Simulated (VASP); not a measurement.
# WS2 (P-1) in VASP: single point with PBE+D3(BJ)

Aim: the single point of WS2 with PBE+D3(BJ).

Program: VASP 6.6.1. These are calculated values, not measurements. Logs are shortened: lines on timing, memory, paths and dates and some standing lists are left out, and cuts for length are marked.

## (1) The cell of the first run

The typed cell holds 6 atoms: a = 3.154 Å, b = 3.154 Å, c = 12.156 Å, α = 88.51°, β = 87.03°, γ = 60.00°.

## (2) Single point, PBE+D3(BJ)

INCAR

```
SYSTEM = WS2
ALGO     = Normal         ! electronic algorithm
EDIFF    = 1E-6           ! SCF threshold, eV
ENCUT    = 520            ! plane-wave cutoff, eV
GGA      = PE             ! functional
ISIF     = 2              ! what is computed and relaxed
ISMEAR   = 0              ! smearing method
IVDW     = 12             ! dispersion correction
LASPH    = .TRUE.         ! aspherical terms in the spheres
LCHARG   = .FALSE.        ! write CHGCAR
LREAL    = .FALSE.        ! projectors in reciprocal space
LWAVE    = .FALSE.        ! write WAVECAR
NBANDS   = 35             ! bands
NELM     = 60             ! most SCF steps
PREC     = Accurate       ! precision mode
SIGMA    = 0.05           ! smearing width, eV
```

KPOINTS

```
k-points
0
G
  10 10 3
  0 0 0
```

POSCAR

```
WS2
1.0
   -3.1542061832      0.0000000000      0.0000000000
   -1.5771030916     -2.7316226834      0.0000000000
   -0.6308412366      0.0000000000     12.1399091344
W S
2 4
Direct
    0.2833333333      0.3333333333      0.2500000000
    0.5166666667      0.6666666667      0.7500000000
    0.2092758492      0.3333333333      0.6202874207
    0.6426091825      0.6666666667      0.1202874207
    0.1573908175      0.3333333333      0.8797125793
    0.5907241508      0.6666666667      0.3797125793
```

Potentials or basis: VASP PAW PBE potentials, release 64 (W_sv, S).

Started as:

```bash
> cat potpaw_PBE.64/W_sv/POTCAR potpaw_PBE.64/S/POTCAR > POTCAR
> mpirun -np 1 vasp_std > vasp.out
```

OUTCAR:

```text
SYSTEM = WS2
   EDIFF = 1E-6
   ENCUT = 520
   GGA = PE
   ISIF = 2
   ISMEAR = 0
   IVDW = 12
   LASPH = .TRUE.
   LREAL = .FALSE.
   NELM = 60
   PREC = Accurate
 IVDW          = 12

 ion  position               nearest neighbor table
   1  0.283  0.333  0.250-   4 2.41   6 2.41   6 2.41   4 2.41   4 2.41   6 2.41
   2  0.517  0.667  0.750-   3 2.41   5 2.41   3 2.41   5 2.41   5 2.41   3 2.41
   3  0.209  0.333  0.620-   2 2.41   2 2.41   2 2.41
   4  0.643  0.667  0.120-   1 2.41   1 2.41   1 2.41
   5  0.157  0.333  0.880-   2 2.41   2 2.41   2 2.41
   6  0.591  0.667  0.380-   1 2.41   1 2.41   1 2.41

  LATTYP: Found a base centered monoclinic cell.
 ALAT       =     3.1542061832
 B/A-ratio  =     1.7320508076
 C/A-ratio  =     3.8539930408
 COS(beta)  =    -0.0518942297

  Lattice vectors:

 A1 = (   1.5771030916,  -2.7316226834,   0.0000000000)
 A2 = (   1.5771030916,   2.7316226834,   0.0000000000)
 A3 = (  -0.6308412366,   0.0000000000,  12.1399091344)

Analysis of symmetry for initial positions (statically):
=====================================================================
 Subroutine PRICEL returns:
 Original cell was already a primitive cell.

 Routine SETGRP: Setting up the symmetry group for a
 base centered monoclinic supercell.

 Subroutine GETGRP returns: Found  2 space group operations
 (whereof  1 operations were pure point group operations)
 out of a pool of  4 trial point group operations.

The static configuration has the point symmetry C_1 .
 The point group associated with its full space group is S_2 .

Analysis of symmetry for dynamics (positions and initial velocities):
=====================================================================
 Subroutine PRICEL returns:
 Original cell was already a primitive cell.

 Routine SETGRP: Setting up the symmetry group for a
 base centered monoclinic supercell.

 Subroutine GETGRP returns: Found  2 space group operations
 (whereof  1 operations were pure point group operations)
 out of a pool of  4 trial point group operations.

The dynamic configuration has the point symmetry C_1 .
 The point group associated with its full space group is S_2 .

 Subroutine INISYM returns: Found  2 space group operations
 (whereof  1 operations are pure point group operations),
 and found     1 'primitive' translations
[... 101 lines left out ...]
   ENCUT  =  520.0 eV  38.22 Ry    6.18 a.u.   5.86  5.86 22.60*2*pi/ulx,y,z
   NELM   =     60;   NELMIN=  2; NELMDL= -5     # of ELM steps
   EDIFF  = 0.1E-05   stopping-criterion for ELM
   LREAL  =      F    real-space projection
   EDIFFG = 0.1E-04   stopping-criterion for IOM
   NSW    =      0    number of steps for IOM
   IBRION =     -1    ionic relax: 0-MD 1-quasi-New 2-CG
   NFREE  =      0    steps in history (QN), initial steepest desc. (CG)
   ISIF   =      2    stress and relaxation
   ISYM   =      2    0-nonsym 1-usesym 2-fastsym
   POTIM  = 0.5000    time-step for ionic-motion
   TEBEG  =    0.0;   TEEND  =   0.0 temperature during run
   PSTRESS=    0.0 pullay stress
   NELECT =      52.0000    total number of electrons
   NUPDOWN=      -1.0000    fix difference up-down
   EMIN   =  10.00;   EMAX   =-10.00  energy-range for DOS
   EFERMI =   0.00;   METHOD = LEGACY
   ISMEAR =     0;   SIGMA  =   0.05  broadening in eV -4-tet -1-fermi 0-gaus
   EFERMI_NEDOS =   21; number of points for ismear=-14 and -15
   IALGO  =     38    algorithm
   IMIX   =      4    mixing-type and parameters
     AMIX     =   0.40;   BMIX     =  1.00
     AMIX_MAG =   1.60;   BMIX_MAG =  1.00
  volume/ion in A,a.u.               =      17.43       117.64
  Fermi-wavevector in a.u.,A,eV,Ry     =   1.296882  2.450752 22.883686  1.681903
  Thomas-Fermi vector in A             =   2.428310
   LORBIT       =      0    0 simple, 1 ext, 2 COOP (PROOUT), +10 PAW based schemes
   GGA     = PE    functional components
   LHFCALC =     F    Hartree Fock is set to
   AEXX    =    0.0000 exact exchange contribution
   IVDW    =    12    specifies the selected vdW correction
   LEPSILON=     F    determine dielectric tensor
   LRPA    =     F    only Hartree local field effects (RPA)
 non-spin polarized calculation
 Gauss-broadening in eV      SIGMA  =   0.05
  energy-cutoff  :      520.00
  volume of cell :      104.60
 maximum number of plane-waves:      2840
   NGX = 11   NGY = 11   NGZ = 45

 number of electron      52.0000002 magnetization

 Free energy of the ion-electron system (eV)
  ---------------------------------------------------
  ext. energy  EPLUGINS =         0.00000000
  ---------------------------------------------------
  free energy    TOTEN  =       -47.15447884 eV

  energy without entropy =      -47.15447884  energy(sigma->0) =      -47.15447884

 E-fermi :   8.0150     XC(G=0): -11.0750

 val. band max:        7.7594838722   @ k =   0.0000   0.0000   0.0000
 cond. band min:       8.7055973425   @ k =  -0.2000   0.2000   0.0000
 fundamental gap:      0.9461134703
 Fermi energy:         8.0149623506

 k-point     1 :       0.0000    0.0000    0.0000
  band No.  band energies     occupation
      1     -66.9134      2.00000
      2     -66.9134      2.00000
      3     -31.1721      2.00000
      4     -31.1721      2.00000
      5     -30.9925      2.00000
      6     -30.9925      2.00000
[... 901 lines left out ...]
     34      11.6784      0.00000
     35      14.7293      0.00000

 [... further k-points ...]

------------------------ aborting loop because EDIFF is reached ----------------------------------------

 Edisp (eV)   -2.61064

 E8    (eV) :    -1.0971

  FORCE on cell =-STRESS in cart. coord.  units (eV):
  Direction    XX          YY          ZZ          XY          YZ          ZX
  --------------------------------------------------------------------------------------
  -------------------------------------------------------------------------------------
  Total      -0.03295     0.05749     0.26469    -0.06732    -0.21355     0.36598
  in kB      -0.50473     0.88060     4.05440    -1.03113    -3.27098     5.60590
  external pressure =        1.48 kB  Pullay stress =        0.00 kB

 VOLUME and BASIS-vectors are now :
 -----------------------------------------------------------------------------
  energy-cutoff  :      520.00
  volume of cell :      104.60
      direct lattice vectors                 reciprocal lattice vectors
    -3.154206183  0.000000000  0.000000000    -0.317036979  0.183041385 -0.016474588
    -1.577103092 -2.731622683  0.000000000     0.000000000 -0.366082771  0.000000000
    -0.630841237  0.000000000 12.139909134     0.000000000  0.000000000  0.082372939

 POSITION                                       TOTAL-FORCE (eV/Angst)
 -----------------------------------------------------------------------------------
     -1.57710     -0.91054      3.03498         0.040040     -0.011929      0.000929
     -3.15421     -1.82108      9.10493        -0.040040      0.011929     -0.000929
     -1.57710     -0.91054      7.53023         0.007494      0.000335     -0.005041
     -3.15421     -1.82108      1.46028         0.066561     -0.047616      0.086642
     -1.57710     -0.91054     10.67963        -0.066561      0.047616     -0.086642
     -3.15421     -1.82108      4.60968        -0.007494     -0.000335      0.005041
 -----------------------------------------------------------------------------------
    total drift:                               -0.000002      0.000002      0.000014

  FREE ENERGIE OF THE ION-ELECTRON SYSTEM (eV)
  ---------------------------------------------------
  free  energy   TOTEN  =       -49.7651188243 eV

  energy  without entropy=      -49.7651188243  energy(sigma->0) =      -49.76511882
```

OSZICAR:

```text
N       E                     dE             d eps       ncg     rms          rms(c)
DAV:   1     0.513879640479E+03    0.51388E+03   -0.28408E+04 11576   0.149E+03
DAV:   2    -0.161900504175E+02   -0.53007E+03   -0.51179E+03 12218   0.413E+02
DAV:   3    -0.490177765721E+02   -0.32828E+02   -0.32259E+02 13064   0.974E+01
DAV:   4    -0.498200388194E+02   -0.80226E+00   -0.79841E+00 12963   0.159E+01
DAV:   5    -0.498357499397E+02   -0.15711E-01   -0.15703E-01 12793   0.237E+00    0.383E+01
DAV:   6    -0.475220424225E+02    0.23137E+01   -0.81566E+00 12026   0.193E+01    0.165E+01
DAV:   7    -0.473026783655E+02    0.21936E+00   -0.27044E+00 11506   0.854E+00    0.675E+00
DAV:   8    -0.471546266079E+02    0.14805E+00   -0.41053E-01 12086   0.445E+00    0.226E+00
DAV:   9    -0.471576067492E+02   -0.29801E-02   -0.53848E-02 12700   0.120E+00    0.121E+00
DAV:  10    -0.471550138741E+02    0.25929E-02   -0.27591E-02 12445   0.107E+00    0.414E-01
DAV:  11    -0.471544956611E+02    0.51821E-03   -0.47403E-03 11682   0.426E-01    0.198E-01
DAV:  12    -0.471544628056E+02    0.32856E-04   -0.18921E-04 11907   0.810E-02    0.898E-02
DAV:  13    -0.471544777557E+02   -0.14950E-04   -0.39900E-05 11881   0.372E-02    0.553E-02
DAV:  14    -0.471544799558E+02   -0.22001E-05   -0.24203E-05 12710   0.283E-02    0.382E-02
DAV:  15    -0.471544788101E+02    0.11457E-05   -0.39658E-06 11011   0.138E-02    0.203E-02
DAV:  16    -0.471544788390E+02   -0.28890E-07   -0.11794E-06  6591   0.486E-03
   1 F= -.49765119E+02 E0= -.49765119E+02  d E =-.431363E-15
```

stdout:

```text
POSCAR found type information on POSCAR W S
 POSCAR found :  2 types and       6 ions
 scaLAPACK will be used
 LDA part: xc-table for (Slater+PW92), standard interpolation
 POSCAR, INCAR and KPOINTS ok, starting setup
 FFT: planning ... GRIDC
 FFT: planning ... GRID_SOFT
 FFT: planning ... GRID
 WAVECAR not read
 entering main loop
```

Run time: 8.4 min. Hardware: 1 thread of Intel Xeon Platinum 8259CL at 2.50GHz (Skylake/Cascade Lake), shared host; peak memory 0.53 GiB.

Results:

```
Free energy                : -49.7651 eV
Pressure                   : 0.1 GPa
Largest force              : 0.119 eV/Å
Band gap on the k mesh     : 0.95 eV (least direct gap 2.15 eV)
Dispersion energy per atom : -0.435 eV
```

Forces in eV/Å, atoms in the order of the input:
```
W    0.040 -0.012  0.001
W   -0.040  0.012 -0.001
S    0.007  0.000 -0.005
S    0.067 -0.048  0.087
S   -0.067  0.048 -0.087
S   -0.007  0.000  0.005
```

Levels at points of the mesh, in eV from the valence-band top:
| k point | band 23 | band 24 | band 25 | band 26 | band 27 | band 28 | band 29 | band 30 |
| --- | --- | --- | --- | --- | --- | --- | --- | --- |
| (0.00, 0.00, 0.00) | -2.23 | -1.43 | -1.33 | 0.00 | 2.19 | 2.20 | 2.24 | 2.26 |
| (0.50, 0.00, 0.00) | -2.04 | -1.90 | -1.81 | -1.46 | 2.27 | 2.31 | 2.59 | 2.76 |
| (0.50, 0.50, 0.00) | -2.05 | -1.82 | -1.66 | -1.62 | 2.27 | 2.31 | 2.44 | 2.86 |
| (0.00, 0.50, 0.00) | -2.01 | -1.87 | -1.74 | -1.61 | 2.27 | 2.31 | 2.53 | 2.86 |

Caveat: spin-orbit coupling is left out, which moves the levels of the heavy elements; an odd mesh through Γ misses points on the zone boundary, where band edges can lie.
